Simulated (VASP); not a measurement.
# Al12As in VASP: single point with PBEsol

Aim: the single point of Al12As with PBEsol.

Everything below comes from runs of VASP 6.6.1. Logs are shortened: lines on timing, memory, paths and dates and some standing lists are left out, and cuts for length are marked.

## Step 1: The cell of the first run

The cell holds a slab with vacuum, 13 atoms: a = 5.728 Å, b = 5.728 Å, c = 17.677 Å, α = 90.00°, β = 90.00°, γ = 60.00°.

## Step 2: Single point, PBEsol

Input file INCAR:

```
PREC     = Accurate       # precision mode
ENCUT    = 520            # plane-wave cutoff, eV
EDIFF    = 1E-6           # SCF threshold, eV
ISMEAR   = -1             # smearing method
SIGMA    = 0.1            # smearing width, eV
LREAL    = False          # projectors in reciprocal space
LASPH    = True           # aspherical terms in the spheres
NELM     = 60             # most SCF steps
ALGO     = Normal         # electronic algorithm
ISIF     = 2              # what is computed and relaxed
LWAVE    = False          # write WAVECAR
LCHARG   = False          # write CHGCAR
GGA      = PS             # functional
NBANDS   = 32             # bands
```

Input file KPOINTS:

```
Automatic mesh
0
Gamma
  3 3 1
```

Input file POSCAR:

```
Al12As
1.0
    5.7275650000      0.0000000000      0.0000000000
    2.8637820000      4.9602170000      0.0000000000
    0.0000000000      0.0000000000     17.6765370000
Al As
12 1
Direct
    0.1666667000      0.1666667000      0.0565722000
    0.6666667000      0.1666667000      0.0565722000
    0.1666667000      0.6666667000      0.0565722000
    0.6666667000      0.6666667000      0.0565722000
   -0.1651749976      0.3332895262      0.1873026496
    0.3333363942      0.3332995804      0.1873351246
   -0.1652398294      0.8318857991      0.1873215209
    0.3345214337      0.8326546658      0.1839588370
    0.0221959220     -0.0109914921      0.3174744083
    0.4911450943     -0.0112773139      0.3174460541
    0.0015970985      0.4992550564      0.3160082326
    0.4913349074      0.5202149231      0.3174074936
    0.6678024361      0.1661559510      0.4136901526
```

Potentials or basis: VASP PAW PBE potentials, release 64 (Al, As).

The run is started by

```sh
$ cat potpaw_PBE.64/Al/POTCAR potpaw_PBE.64/As/POTCAR > POTCAR
$ mpirun -np 1 vasp_std > vasp.out
```

OUTCAR:

```text
PREC = Accurate
   ENCUT = 520
   EDIFF = 1E-6
   ISMEAR = -1
   LREAL = False
   LASPH = True
   NELM = 60
   ISIF = 2
   GGA = PS

 ion  position               nearest neighbor table
   1  0.167  0.167  0.057-   8 2.80   5 2.84   6 2.84   3 2.86   3 2.86   2 2.86   2 2.86   4 2.86
                             4 2.86
   2  0.667  0.167  0.057-   6 2.84   5 2.85   7 2.85   4 2.86   4 2.86   1 2.86   1 2.86   3 2.86
                             3 2.86
   3  0.167  0.667  0.057-   8 2.80   7 2.84   6 2.84   1 2.86   1 2.86   4 2.86   4 2.86   2 2.86
                             2 2.86
   4  0.667  0.667  0.057-   8 2.79   5 2.84   7 2.84   2 2.86   2 2.86   3 2.86   3 2.86   1 2.86
                             1 2.86
   5  0.835  0.333  0.187-  11 2.81   1 2.84   4 2.84   2 2.85   6 2.86   7 2.86   8 2.86  12 2.86
                             8 2.87   9 2.87   7 2.87   6 2.87
   6  0.333  0.333  0.187-  11 2.81   1 2.84   2 2.84   3 2.84   5 2.86   7 2.86   8 2.86   8 2.86
                            10 2.87  12 2.87   7 2.87   5 2.87
   7  0.835  0.832  0.187-  11 2.81   3 2.84   4 2.84   2 2.85   5 2.86   6 2.86   8 2.86  10 2.86
                             8 2.87   9 2.87   6 2.87   5 2.87
   8  0.335  0.833  0.184-   4 2.79   3 2.80   1 2.80  12 2.82   9 2.82  10 2.82   5 2.86   7 2.86
                             6 2.86   6 2.86   7 2.87   5 2.87
   9  0.022  0.989  0.317-  13 2.45  10 2.69  12 2.69   8 2.82  11 2.87  11 2.87   5 2.87   7 2.87
                            12 3.04  10 3.04
  10  0.491  0.989  0.317-  13 2.45  12 2.68   9 2.69   8 2.82   7 2.86  11 2.87  11 2.87   6 2.87
                             9 3.04  12 3.04
  11  0.002  0.499  0.316-   6 2.81   7 2.81   5 2.81  12 2.86   9 2.87  10 2.87  10 2.87   9 2.87
                            12 2.87
  12  0.491  0.520  0.317-  13 2.45  10 2.68   9 2.69   8 2.82   5 2.86  11 2.86  11 2.87   6 2.87
                             9 3.04  10 3.04
  13  0.668  0.166  0.414-  10 2.45  12 2.45   9 2.45

  LATTYP: Found a hexagonal cell.
 ALAT       =     5.7275649303
 C/A-ratio  =     3.0862220185

  Lattice vectors:

 A1 = (  -2.8637820000,  -4.9602170000,   0.0000000000)
 A2 = (   5.7275650000,   0.0000000000,   0.0000000000)
 A3 = (   0.0000000000,   0.0000000000,  17.6765370000)

Analysis of symmetry for initial positions (statically):
=====================================================================
 Subroutine PRICEL returns:
 Original cell was already a primitive cell.

 Routine SETGRP: Setting up the symmetry group for a
 hexagonal supercell.

 Subroutine GETGRP returns: Found  1 space group operations
 (whereof  1 operations were pure point group operations)
 out of a pool of 24 trial point group operations.

The static configuration has the point symmetry C_1 .

Analysis of symmetry for dynamics (positions and initial velocities):
=====================================================================
 Subroutine PRICEL returns:
 Original cell was already a primitive cell.

 Routine SETGRP: Setting up the symmetry group for a
 hexagonal supercell.

 Subroutine GETGRP returns: Found  1 space group operations
 (whereof  1 operations were pure point group operations)
 out of a pool of 24 trial point group operations.

The dynamic configuration has the point symmetry C_1 .

 Subroutine INISYM returns: Found  1 space group operations
 (whereof  1 operations are pure point group operations),
 and found     1 'primitive' translations

----------------------------------------------------------------------------------------

                                     Primitive cell

  volume of cell :     502.1898

  direct lattice vectors                    reciprocal lattice vectors
     5.727565000  0.000000000  0.000000000     0.174594265 -0.100802024  0.000000000
     2.863782000  4.960217000  0.000000000     0.000000000  0.201604083  0.000000000
     0.000000000  0.000000000 17.676537000     0.000000000  0.000000000  0.056572167

  length of vectors
     5.727565000  5.727564930 17.676537000     0.201604081  0.201604083  0.056572167

[... 32 lines left out ...]

 KPOINTS: Automatic mesh

Automatic generation of k-mesh.
 Grid dimensions read from file:
 generate k-points for:    3    3    1

 Generating k-lattice:

  Cartesian coordinates                     Fractional coordinates (reciprocal lattice)
     0.058198088 -0.033600675  0.000000000     0.333333333  0.000000000  0.000000000
     0.000000000  0.067201361  0.000000000     0.000000000  0.333333333  0.000000000
     0.000000000  0.000000000  0.056572167     0.000000000  0.000000000  1.000000000

  Length of vectors
     0.067201360  0.067201361  0.056572167

  Shift w.r.t. Gamma in fractional coordinates (k-lattice)
     0.000000000  0.000000000  0.000000000

 Subroutine IBZKPT returns following result:
 ===========================================

 Found      5 irreducible k-points:

 Following reciprocal coordinates:
            Coordinates               Weight
  0.000000  0.000000  0.000000      1.000000
  0.333333  0.000000  0.000000      2.000000
  0.333333  0.333333  0.000000      2.000000
  0.000000  0.333333  0.000000      2.000000
 -0.333333  0.333333  0.000000      2.000000
   k-points           NKPTS =      5   k-points in BZ     NKDIM =      5   number of bands    NBANDS=     32
   number of dos      NEDOS =    301   number of ions     NIONS =     13
   total plane-waves  NPLWV = 322560
   dimension x,y,z NGX =    48 NGY =   48 NGZ =  140
   dimension x,y,z NGXF=    96 NGYF=   96 NGZF=  280
   ions per type =              12   1
   NGX,Y,Z   is equivalent  to a cutoff of  13.93, 13.93, 13.17 a.u.
   NGXF,Y,Z  is equivalent  to a cutoff of  27.86, 27.86, 26.33 a.u.
 SYSTEM =  unknown system
   PREC   = accura    normal or accurate (medium, high low for compatibility)
   ISTART =      0    job   : 0-new  1-cont  2-samecut
   ICHARG =      2    charge: 1-file 2-atom 10-const
   ISPIN  =      1    spin polarized calculation?
   LNONCOLLINEAR =      F non collinear calculations
   LSORBIT =      F    spin-orbit coupling
   LASPH  =      T    aspherical Exc in radial PAW
   ENCUT  =  520.0 eV  38.22 Ry    6.18 a.u.  10.65 10.65 32.87*2*pi/ulx,y,z
   NELM   =     60;   NELMIN=  2; NELMDL= -5     # of ELM steps
   EDIFF  = 0.1E-05   stopping-criterion for ELM
   LREAL  =      F    real-space projection
   EDIFFG = 0.1E-04   stopping-criterion for IOM
   NSW    =      0    number of steps for IOM
   IBRION =     -1    ionic relax: 0-MD 1-quasi-New 2-CG
   NFREE  =      0    steps in history (QN), initial steepest desc. (CG)
   ISIF   =      2    stress and relaxation
   ISYM   =      2    0-nonsym 1-usesym 2-fastsym
   POTIM  = 0.5000    time-step for ionic-motion
   TEBEG  =    0.0;   TEEND  =   0.0 temperature during run
   PSTRESS=    0.0 pullay stress
   NELECT =      41.0000    total number of electrons
   NUPDOWN=      -1.0000    fix difference up-down
   EMIN   =  10.00;   EMAX   =-10.00  energy-range for DOS
   EFERMI =   0.00;   METHOD = LEGACY
   ISMEAR =    -1;   SIGMA  =   0.10  broadening in eV -4-tet -1-fermi 0-gaus
   EFERMI_NEDOS =   21; number of points for ismear=-14 and -15
   IALGO  =     38    algorithm
   IMIX   =      4    mixing-type and parameters
     AMIX     =   0.40;   BMIX     =  1.00
     AMIX_MAG =   1.60;   BMIX_MAG =  1.00
  volume/ion in A,a.u.               =      38.63       260.69
  Fermi-wavevector in a.u.,A,eV,Ry     =   0.710199  1.342082  6.862545  0.504383
  Thomas-Fermi vector in A             =   1.796983
   LORBIT       =      0    0 simple, 1 ext, 2 COOP (PROOUT), +10 PAW based schemes
   GGA     = PS    functional components
   LHFCALC =     F    Hartree Fock is set to
   AEXX    =    0.0000 exact exchange contribution
   IVDW    =     0    specifies the selected vdW correction
   LEPSILON=     F    determine dielectric tensor
   LRPA    =     F    only Hartree local field effects (RPA)
 non-spin polarized calculation
  energy-cutoff  :      520.00
  volume of cell :      502.19
 maximum number of plane-waves:     13577
 NGX is ok and might be reduce to    42
   NGX = 21   NGY = 21   NGZ = 65

 number of electron      41.0000000 magnetization

 Free energy of the ion-electron system (eV)
  ---------------------------------------------------
  ext. energy  EPLUGINS =         0.00000000
  ---------------------------------------------------
  free energy    TOTEN  =       -51.92980420 eV

  energy without entropy =      -51.74924395  energy(sigma->0) =      -51.83952408

 E-fermi :   0.9145     XC(G=0):  -5.4219

 val. band max:        0.8546989448   @ k =  -0.3333   0.3333   0.0000
 cond. band min:       0.9805541200   @ k =  -0.3333   0.3333   0.0000
 fundamental gap:      0.1258551752
 Fermi energy:         0.9144811729

 k-point     1 :       0.0000    0.0000    0.0000
  band No.  band energies     occupation
      1     -10.4722      2.00000
      2      -9.3785      2.00000
      3      -7.4963      2.00000
      4      -4.8458      2.00000
      5      -3.9091      2.00000
      6      -3.8823      2.00000
[... 164 lines left out ...]
     31       4.3274      0.00000
     32       4.5102      0.00000

------------------------ aborting loop because EDIFF is reached ----------------------------------------

  FORCE on cell =-STRESS in cart. coord.  units (eV):
  Direction    XX          YY          ZZ          XY          YZ          ZX
  --------------------------------------------------------------------------------------
  -------------------------------------------------------------------------------------
  Total       -2.4222515     -2.4355141      0.1701353     -0.0047220      0.0268425     -0.0483472
  in kB       -7.7279077     -7.7702204      0.5427965     -0.0150649      0.0856377     -0.1542460
  external PRESSURE =      -4.9851105 kB  Pullay stress =       0.0000000 kB

 VOLUME and BASIS-vectors are now :
 -----------------------------------------------------------------------------
  energy-cutoff  :      520.00
  volume of cell :      502.19
      direct lattice vectors                 reciprocal lattice vectors
     5.727565000  0.000000000  0.000000000     0.174594265 -0.100802024  0.000000000
     2.863782000  4.960217000  0.000000000     0.000000000  0.201604083  0.000000000
     0.000000000  0.000000000 17.676537000     0.000000000  0.000000000  0.056572167

 POSITION                                       TOTAL-FORCE (eV/Angst)
 -----------------------------------------------------------------------------------
      1.43189      0.82670      1.00000         0.001702      0.027971     -0.028834
      4.29567      0.82670      1.00000         0.003486     -0.002255      0.067738
      2.86378      3.30681      1.00000        -0.024000     -0.015476     -0.028478
      5.72756      3.30681      1.00000         0.031312     -0.017882     -0.032218
      5.73598      1.65319      3.31086        -0.002863     -0.004345      0.006250
      2.86370      1.65324      3.31144         0.003234     -0.001851      0.003018
      7.16348      4.12633      3.31120         0.002498      0.004811      0.005641
      4.30053      4.13015      3.25176        -0.006824      0.005558     -0.005856
      2.95943      4.90570      5.61185         0.011763     -0.009071     -0.018210
      5.64455      4.90428      5.61135        -0.012799     -0.003039     -0.016999
      1.43891      2.47641      5.58593        -0.000695      0.001839     -0.001168
      4.30393      2.58038      5.61067        -0.006652      0.012795     -0.014130
      4.30072      0.82417      7.31261        -0.000163      0.000945      0.063246
 -----------------------------------------------------------------------------------
    total drift:                               -0.000000     -0.000000      0.000175

  FREE ENERGIE OF THE ION-ELECTRON SYSTEM (eV)
  ---------------------------------------------------
  free  energy   TOTEN  =       -51.9298041986 eV

  energy  without entropy=      -51.7492439545  energy(sigma->0) =      -51.83952408
```

Wall time 2.3 min (1 thread of Intel Xeon Platinum 8488C (Sapphire Rapids), shared host); peak memory 0.65 GiB.

What came out:

| Property | Result |
| --- | --- |
| Free energy | -51.9298 eV |
| Largest force | 0.068 eV/Å |
| Band gap on the k mesh | zero (an odd number of electrons rules out a gap without spin polarisation) |

Forces on the atoms (eV/Å):
```
Al   0.002  0.028 -0.029
Al   0.003 -0.002  0.068
Al  -0.024 -0.015 -0.028
Al   0.031 -0.018 -0.032
Al  -0.003 -0.004  0.006
Al   0.003 -0.002  0.003
Al   0.002  0.005  0.006
Al  -0.007  0.006 -0.006
Al   0.012 -0.009 -0.018
Al  -0.013 -0.003 -0.017
Al  -0.001  0.002 -0.001
Al  -0.007  0.013 -0.014
As   0.000  0.001  0.063
```

Levels at points of the mesh, in eV from the Fermi level:
```csv
k point,band 16,band 17,band 18,band 19,band 20,band 21,band 22,band 23,band 24,band 25
"(0.00, 0.00, 0.00)",-2.91,-2.68,-1.86,-1.86,-1.05,-0.38,-0.37,-0.31,0.83,1.15
```

Caveat: the k points lie up to 0.42 Å⁻¹ apart, too coarse for converged energies and pressures of a metal; there is no dipole correction, which matters where the two faces differ; the PAW data sets were made with another functional, which shifts forces and pressure a little.

The gap in the log of VASP goes by the Fermi energy; the results here count the filled bands.